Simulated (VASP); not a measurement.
# Hg (P6/mmm) in VASP: further runs

The runs below take Hg through electric field gradients, with PBEsol.

Program: VASP 6.6.1. These are calculated values, not measurements. Logs are shortened: lines on timing, memory, paths and dates and some standing lists are left out, and cuts for length are marked.

### 1 The cell of the first run

The structure is hexagonal, space group P6/mmm (No. 191). Conventional cell: a = 4.555 Å, b = 4.555 Å, c = 3.883 Å, α = 90.00°, β = 90.00°, γ = 120.00°. Within 3.5 Å of Hg (site symmetry -6m2) lie 9 Hg at 2.63 to 3.27 Å. Hg (site symmetry 6/mmm) has 14 Hg at 3.27 to 3.88 Å within 4.3 Å.

### 2 Electric field gradients, PBEsol (volume scaled by 1.01)

INCAR reads:

```
ALGO = Normal
EDIFF = 1E-8
ENCUT = 520
GGA = PS
ISIF = 2
ISMEAR = -1
LASPH = True
LCHARG = False
LEFG = True
LREAL = False
LWAVE = False
NBANDS = 25
NELM = 80
PREC = Accurate
SIGMA = 0.05
```

KPOINTS reads:

```
k-points
0
Gamma
  8 8 9
```

POSCAR reads:

```
Hg
1.0
    4.5550851948      0.0000000000      0.0000000000
   -2.2775425974      3.9448194950      0.0000000000
    0.0000000000      0.0000000000      3.8828572373
Hg
3
Direct
    0.3333333333      0.6666666667      0.5000000000
    0.0000000000      0.0000000000      0.0000000000
    0.6666666667      0.3333333333      0.5000000000
```

Potentials or basis: VASP PAW PBE potentials, release 64 (Hg).

Launch:

```
$ cat potpaw_PBE.64/Hg/POTCAR > POTCAR
$ mpirun -np 1 vasp_std > vasp.out
```

OUTCAR:

```text
EDIFF = 1E-8
   ENCUT = 520
   GGA = PS
   ISIF = 2
   ISMEAR = -1
   LASPH = True
   LREAL = False
   NELM = 80
   PREC = Accurate

 ion  position               nearest neighbor table
   1  0.333  0.667  0.500-   3 2.63   3 2.63   3 2.63   2 3.27   2 3.27   2 3.27   2 3.27   2 3.27
                             2 3.27
   2  0.000  0.000  0.000-   1 3.27   3 3.27   1 3.27   3 3.27   1 3.27   1 3.27   3 3.27   3 3.27
                             3 3.27   3 3.27   1 3.27   1 3.27
   3  0.667  0.333  0.500-   1 2.63   1 2.63   1 2.63   2 3.27   2 3.27   2 3.27   2 3.27   2 3.27
                             2 3.27

  LATTYP: Found a hexagonal cell.
 ALAT       =     4.5550851948
 C/A-ratio  =     0.8524225281

  Lattice vectors:

 A1 = (   4.5550851948,   0.0000000000,   0.0000000000)
 A2 = (  -2.2775425974,   3.9448194950,   0.0000000000)
 A3 = (   0.0000000000,   0.0000000000,   3.8828572373)

Analysis of symmetry for initial positions (statically):
=====================================================================
 Subroutine PRICEL returns:
 Original cell was already a primitive cell.

 Routine SETGRP: Setting up the symmetry group for a
 hexagonal supercell.

 Subroutine GETGRP returns: Found 24 space group operations
 (whereof 24 operations were pure point group operations)
 out of a pool of 24 trial point group operations.

The static configuration has the point symmetry D_6h.

Analysis of symmetry for dynamics (positions and initial velocities):
=====================================================================
 Subroutine PRICEL returns:
 Original cell was already a primitive cell.

 Routine SETGRP: Setting up the symmetry group for a
 hexagonal supercell.

 Subroutine GETGRP returns: Found 24 space group operations
 (whereof 24 operations were pure point group operations)
 out of a pool of 24 trial point group operations.

The dynamic configuration has the point symmetry D_6h.

 Subroutine INISYM returns: Found 24 space group operations
 (whereof 24 operations are pure point group operations),
 and found     1 'primitive' translations

----------------------------------------------------------------------------------------

                                     Primitive cell

  volume of cell :      69.7710

  direct lattice vectors                    reciprocal lattice vectors
     4.555085195  0.000000000  0.000000000     0.219534862  0.126748512  0.000000000
    -2.277542597  3.944819495  0.000000000     0.000000000  0.253497023  0.000000000
     0.000000000  0.000000000  3.882857237     0.000000000  0.000000000  0.257542304

  length of vectors
     4.555085195  4.555085195  3.882857237     0.253497023  0.253497023  0.257542304

  position of ions in fractional coordinates (direct lattice)
     0.333333333  0.666666667  0.500000000
     0.000000000  0.000000000  0.000000000
     0.666666667  0.333333333  0.500000000

  ion indices of the primitive-cell ions
   primitive index   ion index
                 1           1
                 2           2
                 3           3

----------------------------------------------------------------------------------------

 KPOINTS: k-points

Automatic generation of k-mesh.
 Grid dimensions read from file:
 generate k-points for:    8    8    9

 Generating k-lattice:

  Cartesian coordinates                     Fractional coordinates (reciprocal lattice)
     0.027441858  0.015843564  0.000000000     0.125000000  0.000000000  0.000000000
     0.000000000  0.031687128  0.000000000     0.000000000  0.125000000  0.000000000
     0.000000000  0.000000000  0.028615812     0.000000000  0.000000000  0.111111111

  Length of vectors
     0.031687128  0.031687128  0.028615812

  Shift w.r.t. Gamma in fractional coordinates (k-lattice)
     0.000000000  0.000000000  0.000000000

 Subroutine IBZKPT returns following result:
 ===========================================

 Found     50 irreducible k-points:

 Following reciprocal coordinates:
            Coordinates               Weight
  0.000000  0.000000  0.000000      1.000000
  0.125000 -0.000000  0.000000      6.000000
  0.250000 -0.000000  0.000000      6.000000
  0.375000 -0.000000  0.000000      6.000000
  0.500000 -0.000000  0.000000      3.000000
  0.125000  0.125000  0.000000      6.000000
[... 16 lines left out ...]
  0.250000 -0.000000  0.222222     12.000000
  0.375000 -0.000000  0.222222     12.000000
 [... further k-points ...]
   k-points           NKPTS =     50   k-points in BZ     NKDIM =     50   number of bands    NBANDS=     25
   number of dos      NEDOS =    301   number of ions     NIONS =      3
   total plane-waves  NPLWV =  38880
   dimension x,y,z NGX =    36 NGY =   36 NGZ =   30
   dimension x,y,z NGXF=    72 NGYF=   72 NGZF=   60
   ions per type =               3
   NGX,Y,Z   is equivalent  to a cutoff of  13.14, 13.14, 12.84 a.u.
   NGXF,Y,Z  is equivalent  to a cutoff of  26.28, 26.28, 25.69 a.u.
 SYSTEM =  unknown system
   PREC   = accura    normal or accurate (medium, high low for compatibility)
   ISTART =      0    job   : 0-new  1-cont  2-samecut
   ICHARG =      2    charge: 1-file 2-atom 10-const
   ISPIN  =      1    spin polarized calculation?
   LNONCOLLINEAR =      F non collinear calculations
   LSORBIT =      F    spin-orbit coupling
   LASPH  =      T    aspherical Exc in radial PAW
   ENCUT  =  520.0 eV  38.22 Ry    6.18 a.u.   8.47  8.47  7.22*2*pi/ulx,y,z
   NELM   =     80;   NELMIN=  2; NELMDL= -5     # of ELM steps
   EDIFF  = 0.1E-07   stopping-criterion for ELM
   LREAL  =      F    real-space projection
   EDIFFG = 0.1E-06   stopping-criterion for IOM
   NSW    =      0    number of steps for IOM
   IBRION =     -1    ionic relax: 0-MD 1-quasi-New 2-CG
   NFREE  =      0    steps in history (QN), initial steepest desc. (CG)
   ISIF   =      2    stress and relaxation
   ISYM   =      2    0-nonsym 1-usesym 2-fastsym
   POTIM  = 0.5000    time-step for ionic-motion
   TEBEG  =    0.0;   TEEND  =   0.0 temperature during run
   PSTRESS=    0.0 pullay stress
   NELECT =      36.0000    total number of electrons
   NUPDOWN=      -1.0000    fix difference up-down
   EMIN   =  10.00;   EMAX   =-10.00  energy-range for DOS
   EFERMI =   0.00;   METHOD = LEGACY
   ISMEAR =    -1;   SIGMA  =   0.05  broadening in eV -4-tet -1-fermi 0-gaus
   EFERMI_NEDOS =   21; number of points for ismear=-14 and -15
   IALGO  =     38    algorithm
   IMIX   =      4    mixing-type and parameters
     AMIX     =   0.40;   BMIX     =  1.00
     AMIX_MAG =   1.60;   BMIX_MAG =  1.00
  volume/ion in A,a.u.               =      23.26       156.95
  Fermi-wavevector in a.u.,A,eV,Ry     =   1.313058  2.481320 23.458102  1.724122
  Thomas-Fermi vector in A             =   2.443407
   LORBIT       =      0    0 simple, 1 ext, 2 COOP (PROOUT), +10 PAW based schemes
   GGA     = PS    functional components
   LHFCALC =     F    Hartree Fock is set to
   AEXX    =    0.0000 exact exchange contribution
   IVDW    =     0    specifies the selected vdW correction
   LEPSILON=     F    determine dielectric tensor
   LRPA    =     F    only Hartree local field effects (RPA)
 non-spin polarized calculation
  energy-cutoff  :      520.00
  volume of cell :       69.77
 maximum number of plane-waves:      1917
 NGX is ok and might be reduce to    36
   NGX = 17   NGY = 17   NGZ = 15

 number of electron      36.0000003 magnetization

 Free energy of the ion-electron system (eV)
  ---------------------------------------------------
  ext. energy  EPLUGINS =         0.00000000
  ---------------------------------------------------
  free energy    TOTEN  =        -1.08589992 eV

  energy without entropy =       -1.07574885  energy(sigma->0) =       -1.08082439

 E-fermi :   2.8988     XC(G=0): -11.0552

 val. band max:        2.8881372453   @ k =   0.3750  -0.0000   0.4444
 cond. band min:       2.9220997767   @ k =   0.3750   0.1250   0.3333
 fundamental gap:      0.0339625315
 Fermi energy:         2.8987954104

 k-point     1 :       0.0000    0.0000    0.0000
  band No.  band energies     occupation
      1      -7.0630      2.00000
      2      -5.3086      2.00000
      3      -5.0486      2.00000
      4      -5.0486      2.00000
      5      -4.8372      2.00000
      6      -4.8372      2.00000
[... 17 lines left out ...]
     24      10.7913      0.00000
     25      15.1840      0.00000
[... 621 lines left out ...]
      3      -5.7162      2.00000
      4      -5.2528      2.00000
      5      -5.0847      2.00000
      6      -4.3383      2.00000
[... 17 lines left out ...]
     24      11.5556      0.00000
     25      13.6422      0.00000

 [... further k-points ...]
[... 5 lines left out ...]
  --------------------------------------------------------------------------------------
  -------------------------------------------------------------------------------------
  Total        5.1992437      5.1992437     -0.2516689      0.0000000      0.0000000      0.0000000
  in kB      119.3921283    119.3921283     -5.7791642      0.0000000      0.0000000      0.0000000
  external PRESSURE =      77.6683642 kB  Pullay stress =       0.0000000 kB

 VOLUME and BASIS-vectors are now :
 -----------------------------------------------------------------------------
  energy-cutoff  :      520.00
  volume of cell :       69.77
      direct lattice vectors                 reciprocal lattice vectors
     4.555085195  0.000000000  0.000000000     0.219534862  0.126748512  0.000000000
    -2.277542597  3.944819495  0.000000000     0.000000000  0.253497023  0.000000000
     0.000000000  0.000000000  3.882857237     0.000000000  0.000000000  0.257542304

 POSITION                                       TOTAL-FORCE (eV/Angst)
 -----------------------------------------------------------------------------------
     -0.00000      2.62988      1.94143         0.000000     -0.000000     -0.000000
      0.00000      0.00000      0.00000         0.000000      0.000000      0.000000
      2.27754      1.31494      1.94143        -0.000000      0.000000      0.000000
 -----------------------------------------------------------------------------------
    total drift:                                0.000000     -0.000000     -0.000000

  FREE ENERGIE OF THE ION-ELECTRON SYSTEM (eV)
  ---------------------------------------------------
  free  energy   TOTEN  =        -1.0858999186 eV

  energy  without entropy=       -1.0757488542  energy(sigma->0) =       -1.08082439

 Electric field gradients (V/A^2)
---------------------------------------------------------------------
 ion       V_xx      V_yy      V_zz      V_xy      V_xz      V_yz
---------------------------------------------------------------------
   1    -166.146  -166.145   332.291     0.001     0.000    -0.000
   2     -16.134   -16.133    32.267     0.001    -0.000     0.000
   3    -166.146  -166.145   332.291     0.001     0.000     0.000
---------------------------------------------------------------------

 Electric field gradients after diagonalization (V/A^2)
 (convention: |V_zz| > |V_xx| > |V_yy|)
----------------------------------------------------------------------
 ion       V_xx      V_yy      V_zz     asymmetry (V_yy - V_xx)/ V_zz
----------------------------------------------------------------------
   1    -166.146  -166.145   332.291       0.000
   2     -16.134   -16.133    32.267       0.000
   3    -166.146  -166.145   332.291       0.000
----------------------------------------------------------------------

           NMR quadrupolar parameters

 Cq : quadrupolar parameter    Cq=e*Q*V_zz/h
 eta: asymmetry parameters     (V_yy - V_xx)/ V_zz
 Q  : nuclear electric quadrupole moment in mb (millibarn)
----------------------------------------------------------------------
 ion       Cq(MHz)       eta       Q (mb)
----------------------------------------------------------------------
   1       0.803       0.000       1.000
   2       0.078       0.000       1.000
   3       0.803       0.000       1.000
----------------------------------------------------------------------
```

It took 69 s on 1 thread of Intel Xeon Platinum 8259CL at 2.50GHz (Skylake/Cascade Lake), shared host; peak memory 0.22 GiB.

What came out:

| Property | Result |
| --- | --- |
| Free energy | -1.0859 eV |
| Pressure | 7.8 GPa |
| Band gap on the k mesh | zero (band 18 reaches 6.90 eV, above the bottom of band 19 at 1.88 eV) |

Electric field gradients, principal values (V/Å²):
| atom | least | middle | greatest (by size) |
| --- | --- | --- | --- |
| 1 Hg | -166.145 | -166.146 | 332.291 |
| 2 Hg | -16.133 | -16.134 | 32.267 |
| 3 Hg | -166.145 | -166.146 | 332.291 |

Caveat: without QUAD_EFG the Cq values of the log hold for a quadrupole moment of 1 mb, not for the nuclei; the PAW data sets were made with another functional, which shifts forces and pressure a little; spin-orbit coupling is left out, which moves the levels of the heavy elements.

### 3 Electric field gradients, PBEsol (volume scaled by 1.01)

INCAR reads:

```
SYSTEM = Hg
ALGO = Normal ; EDIFF = 1E-8
ENCUT = 520 ; GGA = PS
ISIF = 2 ; ISMEAR = -1
LASPH = .TRUE. ; LCHARG = .FALSE.
LEFG = .TRUE. ; LREAL = .FALSE.
LWAVE = .FALSE. ; NBANDS = 25
NELM = 60 ; PREC = Accurate
SIGMA = 0.05
```

KPOINTS reads:

```
k-points
0
G
  8 8 9
  0 0 0
```

POSCAR is that of step 2.

Potentials or basis: VASP PAW PBE potentials, release 64 (Hg).

Launch:

```
$ cat potpaw_PBE.64/Hg/POTCAR > POTCAR
$ mpirun -np 1 vasp_std > vasp.out
```

OUTCAR:

```text
SYSTEM = Hg
   EDIFF = 1E-8
   ENCUT = 520
   GGA = PS
   ISIF = 2
   ISMEAR = -1
   LASPH = .TRUE.
   LREAL = .FALSE.
   NELM = 60
   PREC = Accurate

 ion  position               nearest neighbor table
   1  0.333  0.667  0.500-   3 2.63   3 2.63   3 2.63   2 3.27   2 3.27   2 3.27   2 3.27   2 3.27
                             2 3.27
   2  0.000  0.000  0.000-   1 3.27   3 3.27   1 3.27   3 3.27   1 3.27   1 3.27   3 3.27   3 3.27
                             3 3.27   3 3.27   1 3.27   1 3.27
   3  0.667  0.333  0.500-   1 2.63   1 2.63   1 2.63   2 3.27   2 3.27   2 3.27   2 3.27   2 3.27
[... 901 lines left out ...]

 Electric field gradients (V/A^2)
---------------------------------------------------------------------
 ion       V_xx      V_yy      V_zz      V_xy      V_xz      V_yz
---------------------------------------------------------------------
   1    -166.146  -166.145   332.291     0.001     0.000    -0.000
   2     -16.134   -16.133    32.267     0.001    -0.000     0.000
   3    -166.146  -166.145   332.291     0.001     0.000     0.000
---------------------------------------------------------------------

 Electric field gradients after diagonalization (V/A^2)
 (convention: |V_zz| > |V_xx| > |V_yy|)
----------------------------------------------------------------------
 ion       V_xx      V_yy      V_zz     asymmetry (V_yy - V_xx)/ V_zz
----------------------------------------------------------------------
   1    -166.146  -166.145   332.291       0.000
   2     -16.134   -16.133    32.267       0.000
   3    -166.146  -166.145   332.291       0.000
----------------------------------------------------------------------

           NMR quadrupolar parameters

 Cq : quadrupolar parameter    Cq=e*Q*V_zz/h
 eta: asymmetry parameters     (V_yy - V_xx)/ V_zz
 Q  : nuclear electric quadrupole moment in mb (millibarn)
----------------------------------------------------------------------
 ion       Cq(MHz)       eta       Q (mb)
----------------------------------------------------------------------
   1       0.803       0.000       1.000
   2       0.078       0.000       1.000
   3       0.803       0.000       1.000
----------------------------------------------------------------------
```

Run time: 70 s. Hardware: 1 thread of Intel Xeon Platinum 8259CL at 2.50GHz (Skylake/Cascade Lake), shared host; peak memory 0.22 GiB.

What came out:

| Item | Value |
| --- | --- |
| Free energy | -1.0859 eV |
| Pressure | 7.8 GPa |
| Band gap on the k mesh | zero (band 18 reaches 6.90 eV, above the bottom of band 19 at 1.88 eV) |

Stress tensor (GPa, compression positive):
```
11.94  0.00  0.00
 0.00 11.94  0.00
 0.00  0.00 -0.58
```

Levels at points of the mesh, in eV from the Fermi level:
| k point | band 15 | band 16 | band 17 | band 18 | band 19 | band 20 | band 21 | band 22 |
| --- | --- | --- | --- | --- | --- | --- | --- | --- |
| (0.00, 0.00, 0.00) | -5.92 | -5.92 | 0.35 | 1.94 | 2.59 | 3.53 | 3.53 | 3.82 |
| (0.50, 0.00, 0.00) | -5.87 | -5.73 | -4.98 | -0.67 | 0.26 | 6.04 | 6.08 | 6.96 |

Electric field gradients, principal values (V/Å²):
```
atom     least    middle  greatest (by size)
1 Hg  -166.145  -166.146             332.291
2 Hg   -16.133   -16.134              32.267
3 Hg  -166.145  -166.146             332.291
```

Caveat: without QUAD_EFG the Cq values of the log hold for a quadrupole moment of 1 mb, not for the nuclei; the PAW data sets were made with another functional, which shifts forces and pressure a little; spin-orbit coupling is left out, which moves the levels of the heavy elements.
